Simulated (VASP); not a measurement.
# PbS (I4mm) in VASP: a series of runs, part 2 of 2

VASP 6.6.1. The steps go on from the part before.

### 3 Single point, PBE

The input, INCAR:

```
PREC = Accurate
ENCUT = 500
EDIFF = 1E-6
ISMEAR = 0
SIGMA = 0.01
LREAL = False
LASPH = True
NELM = 120
ALGO = Normal
ISIF = 2
LWAVE = False
LCHARG = False
GGA = PE
NBANDS = 17
GGA_COMPAT = False
```

The input, KPOINTS:

```
Automatic mesh
0
Gamma
  6 6 6
```

The input, POSCAR:

```
PbS
1.0
    0.0000000000      2.9657500000      2.9657500000
    2.9657500000      0.0000000000      2.9657500000
    2.9657500000      2.9657500000      0.0000000000
Pb S
1 1
Direct
    0.0000000000      0.0000000000      0.0000000000
    0.4983140858      0.5016859142      0.4983140858
```

Potentials or basis: VASP PAW PBE potentials, release 64 (Pb_d, S).

The run is started by

```console
cat potpaw_PBE.64/Pb_d/POTCAR potpaw_PBE.64/S/POTCAR > POTCAR
mpirun -np 1 vasp_std > vasp.out
```

OUTCAR:

```text
PREC = Accurate
   ENCUT = 500
   EDIFF = 1E-6
   ISMEAR = 0
   LREAL = False
   LASPH = True
   NELM = 120
   ISIF = 2
   GGA = PE

 ion  position               nearest neighbor table
   1  0.000  0.000  0.000-   2 2.96   2 2.97   2 2.97   2 2.97   2 2.97   2 2.98
   2  0.498  0.502  0.498-   1 2.96   1 2.97   1 2.97   1 2.97   1 2.97   1 2.98

  LATTYP: Found a face centered cubic cell.
 ALAT       =     5.9315000000

  Lattice vectors:

 A1 = (   0.0000000000,   2.9657500000,   2.9657500000)
 A2 = (   2.9657500000,   0.0000000000,   2.9657500000)
 A3 = (   2.9657500000,   2.9657500000,   0.0000000000)

Analysis of symmetry for initial positions (statically):
=====================================================================
 Subroutine PRICEL returns:
 Original cell was already a primitive cell.

 Routine SETGRP: Setting up the symmetry group for a
 face centered cubic supercell.

 Subroutine GETGRP returns: Found  8 space group operations
 (whereof  8 operations were pure point group operations)
 out of a pool of 48 trial point group operations.

The static configuration has the point symmetry C_4v.

Analysis of symmetry for dynamics (positions and initial velocities):
=====================================================================
 Subroutine PRICEL returns:
 Original cell was already a primitive cell.

 Routine SETGRP: Setting up the symmetry group for a
 face centered cubic supercell.

 Subroutine GETGRP returns: Found  8 space group operations
 (whereof  8 operations were pure point group operations)
 out of a pool of 48 trial point group operations.

The dynamic configuration has the point symmetry C_4v.

 Subroutine INISYM returns: Found  8 space group operations
 (whereof  8 operations are pure point group operations),
 and found     1 'primitive' translations

----------------------------------------------------------------------------------------

[... 106 lines left out ...]
   EFERMI =   0.00;   METHOD = LEGACY
   ISMEAR =     0;   SIGMA  =   0.01  broadening in eV -4-tet -1-fermi 0-gaus
   EFERMI_NEDOS =   21; number of points for ismear=-14 and -15
   IALGO  =     38    algorithm
   IMIX   =      4    mixing-type and parameters
     AMIX     =   0.40;   BMIX     =  1.00
     AMIX_MAG =   1.60;   BMIX_MAG =  1.00
  volume/ion in A,a.u.               =      26.09       176.04
  Fermi-wavevector in a.u.,A,eV,Ry     =   1.189251  2.247359 19.242973  1.414319
  Thomas-Fermi vector in A             =   2.325363
   LORBIT       =      0    0 simple, 1 ext, 2 COOP (PROOUT), +10 PAW based schemes
   GGA     = PE    functional components
   LHFCALC =     F    Hartree Fock is set to
   AEXX    =    0.0000 exact exchange contribution
   IVDW    =     0    specifies the selected vdW correction
   LEPSILON=     F    determine dielectric tensor
   LRPA    =     F    only Hartree local field effects (RPA)
 non-spin polarized calculation
 Gauss-broadening in eV      SIGMA  =   0.01
  energy-cutoff  :      500.00
  volume of cell :       52.17
 maximum number of plane-waves:      1363
 NGX is ok and might be reduce to    32
   NGX = 15   NGY = 15   NGZ = 15

 number of electron      19.9999998 magnetization

 Free energy of the ion-electron system (eV)
  ---------------------------------------------------
  ext. energy  EPLUGINS =         0.00000000
  ---------------------------------------------------
  free energy    TOTEN  =        -8.75748528 eV

  energy without entropy =       -8.75748528  energy(sigma->0) =       -8.75748528

 E-fermi :   5.9529     XC(G=0):  -9.6832

 val. band max:        5.8204456755   @ k =   0.5000   0.0000   0.0000
 cond. band min:       6.1868726638   @ k =   0.5000   0.0000   0.0000
 fundamental gap:      0.3664269883
 Fermi energy:         5.9529486291

 k-point     1 :       0.0000    0.0000    0.0000
  band No.  band energies     occupation
      1     -11.0008      2.00000
      2     -11.0008      2.00000
      3     -11.0008      2.00000
      4     -10.9845      2.00000
      5     -10.9845      2.00000
      6      -7.7774      2.00000
[... 457 lines left out ...]
      4     -10.9599      2.00000
      5     -10.9563      2.00000
      6      -6.4869      2.00000
[... 9 lines left out ...]
     16      16.4466      0.00000
     17      16.7806      0.00000

 [... further k-points ...]
[... 5 lines left out ...]
  --------------------------------------------------------------------------------------
  -------------------------------------------------------------------------------------
  Total        0.6916403      0.6931054      0.6916403     -0.0000000      0.0000000      0.0000000
  in kB       21.2401354     21.2851267     21.2401354     -0.0000000      0.0000000      0.0000000
  external PRESSURE =      21.2551325 kB  Pullay stress =       0.0000000 kB

 VOLUME and BASIS-vectors are now :
 -----------------------------------------------------------------------------
  energy-cutoff  :      500.00
  volume of cell :       52.17
      direct lattice vectors                 reciprocal lattice vectors
     0.000000000  2.965750000  2.965750000    -0.168591419  0.168591419  0.168591419
     2.965750000  0.000000000  2.965750000     0.168591419 -0.168591419  0.168591419
     2.965750000  2.965750000  0.000000000     0.168591419  0.168591419 -0.168591419

 POSITION                                       TOTAL-FORCE (eV/Angst)
 -----------------------------------------------------------------------------------
      0.00000      0.00000      0.00000         0.000000     -0.003083      0.000000
      2.96575      2.95575      2.96575         0.000000      0.003083      0.000000
 -----------------------------------------------------------------------------------
    total drift:                               -0.000000     -0.000011     -0.000000

  FREE ENERGIE OF THE ION-ELECTRON SYSTEM (eV)
  ---------------------------------------------------
  free  energy   TOTEN  =        -8.7574852776 eV

  energy  without entropy=       -8.7574852776  energy(sigma->0) =       -8.75748528
```

OSZICAR:

```text
N       E                     dE             d eps       ncg     rms          rms(c)
DAV:   1     0.157919877316E+03    0.15792E+03   -0.94414E+03  1028   0.120E+03
DAV:   2     0.359817953383E+01   -0.15432E+03   -0.14839E+03  1057   0.313E+02
DAV:   3    -0.888003526560E+01   -0.12478E+02   -0.12388E+02  1315   0.925E+01
DAV:   4    -0.922715301023E+01   -0.34712E+00   -0.34682E+00  1294   0.165E+01
DAV:   5    -0.923857723764E+01   -0.11424E-01   -0.11423E-01  1507   0.298E+00    0.463E+00
DAV:   6    -0.875349317973E+01    0.48508E+00   -0.13883E+00  1630   0.798E+00    0.325E+00
DAV:   7    -0.875421341365E+01   -0.72023E-03   -0.14277E-01  1261   0.189E+00    0.189E+00
DAV:   8    -0.875788362835E+01   -0.36702E-02   -0.16942E-02  1196   0.139E+00    0.302E-01
DAV:   9    -0.875728573569E+01    0.59789E-03   -0.35371E-03  1602   0.525E-01    0.816E-02
DAV:  10    -0.875747609205E+01   -0.19036E-03   -0.37591E-04  1169   0.116E-01    0.531E-02
DAV:  11    -0.875748452520E+01   -0.84332E-05   -0.52326E-05  1436   0.782E-02    0.134E-02
DAV:  12    -0.875748527757E+01   -0.75237E-06   -0.40642E-06  1353   0.216E-02
   1 F= -.87574853E+01 E0= -.87574853E+01  d E =-.588582E-80
```

It took 8.6 s on 1 thread of Intel Xeon 6975P-C (Granite Rapids), shared host; peak memory 0.18 GiB.

Results:

```yaml
Free_energy: -8.7575 eV
Pressure: 2.1 GPa
Largest_force: 0.003 eV/Å
Band_gap_on_the_k_mesh: 0.37 eV
```

Forces in eV/Å, atoms in the order of the input:
```
Pb   0.000 -0.003  0.000
S    0.000  0.003  0.000
```

Caveat: spin-orbit coupling is left out, which moves the levels of the heavy elements.

### 4 Single point, PBE

The input, INCAR:

```
SYSTEM = PbS
PREC     = Accurate       ! precision mode
ENCUT    = 500            ! plane-wave cutoff, eV
EDIFF    = 1E-6           ! SCF threshold, eV
ISMEAR   = 0              ! smearing method
SIGMA    = 0.01           ! smearing width, eV
LREAL    = .FALSE.        ! projectors in reciprocal space
LASPH    = .TRUE.         ! aspherical terms in the spheres
NELM     = 120            ! most SCF steps
ALGO     = Normal         ! electronic algorithm
ISIF     = 2              ! what is computed and relaxed
LWAVE    = .FALSE.        ! write WAVECAR
LCHARG   = .TRUE.         ! write CHGCAR
GGA      = PE             ! functional
LELF     = .TRUE.         ! ELF
LVHAR    = .TRUE.       
NBANDS   = 17             ! bands
GGA_COMPAT= .FALSE.
```

The input, KPOINTS:

```
Automatic mesh
0
G
  6 6 6
  0 0 0
```

Changes to POSCAR since step 3:

```diff
@@ -9,2 +9,2 @@
     0.0000000000      0.0000000000      0.0000000000
-    0.4983140858      0.5016859142      0.4983140858
+    0.5016859142      0.4983140858      0.5016859142
```

The run is started by

```console
cat potpaw_PBE.64/Pb_d/POTCAR potpaw_PBE.64/S/POTCAR > POTCAR
mpirun -np 1 vasp_std > vasp.out
```

Run time: 9.5 s. Hardware: 1 thread of Intel Xeon 6975P-C (Granite Rapids), shared host; peak memory 0.18 GiB.

It converged, with:

| Property | Result |
| --- | --- |
| Free energy | -8.7575 eV |
| Pressure | 2.1 GPa |
| Largest force | 0.003 eV/Å |
| Band gap on the k mesh | 0.37 eV |

Forces in eV/Å, atoms in the order of the input:
```
Pb   0.000  0.003  0.000
S    0.000 -0.003  0.000
```

Levels at points of the mesh, in eV from the valence-band top:
| k point | band 8 | band 9 | band 10 | band 11 | band 12 | band 13 |
| --- | --- | --- | --- | --- | --- | --- |
| (0.00, 0.00, 0.00) | -2.17 | -2.17 | -2.17 | 5.21 | 5.21 | 5.22 |
| (0.50, 0.00, 0.00) | -1.78 | -1.78 | 0.00 | 0.37 | 1.97 | 1.97 |
| (0.50, 0.50, 0.00) | -5.20 | -3.44 | -3.44 | 3.86 | 5.58 | 5.69 |
| (0.50, 0.00, 0.50) | -5.20 | -3.44 | -3.44 | 3.86 | 5.58 | 5.69 |

Caveat: spin-orbit coupling is left out, which moves the levels of the heavy elements. A k mesh can miss the band edges.

### 5 Single point, PBE

The input, INCAR:

```
  PREC = Accurate
  ENCUT = 500
  EDIFF = 1E-6
  ISMEAR = 0
  SIGMA = 0.01
  LREAL = F
  LASPH = T
  NELM = 120
  ALGO = Normal
  ISIF = 2
  LWAVE = F
  LCHARG = T
  GGA = PE
  LELF = T
  LVHAR = T
  NBANDS = 17
  GGA_COMPAT = F
```

The input, KPOINTS:

```
Automatic mesh
0
Gamma
  6 6 6
```

Changes to POSCAR since step 4:

```diff
@@ -9,2 +9,2 @@
     0.0000000000      0.0000000000      0.0000000000
-    0.5016859142      0.4983140858      0.5016859142
+    0.5033718284      0.4966281716      0.5033718284
```

The run is started by

```console
cat potpaw_PBE.64/Pb_d/POTCAR potpaw_PBE.64/S/POTCAR > POTCAR
mpirun -np 1 vasp_std > vasp.out
```

Run time: 9.6 s. Hardware: 1 thread of Intel Xeon 6975P-C (Granite Rapids), shared host; peak memory 0.18 GiB.

It converged, with:

```
Free energy            : -8.7574 eV
Pressure               : 2.1 GPa
Largest force          : 0.006 eV/Å
Band gap on the k mesh : 0.37 eV
```

Forces in eV/Å, atoms in the order of the input:
```
Pb   0.000  0.006  0.000
S    0.000 -0.006  0.000
```

Levels at points of the mesh, in eV from the valence-band top:
```tsv
k point	band 7	band 8	band 9	band 10	band 11	band 12	band 13	band 14
(0.00, 0.00, 0.00)	-6.03	-2.17	-2.17	-2.17	5.21	5.21	5.22	6.73
(0.50, 0.00, 0.00)	-8.84	-1.78	-1.78	0.00	0.37	1.97	1.97	8.66
(0.50, 0.50, 0.00)	-7.20	-5.20	-3.44	-3.44	3.86	5.58	5.69	5.69
(0.50, 0.00, 0.50)	-7.20	-5.19	-3.44	-3.44	3.87	5.58	5.69	5.69
```

Caveat: spin-orbit coupling is left out, which moves the levels of the heavy elements. A k mesh can miss the band edges.
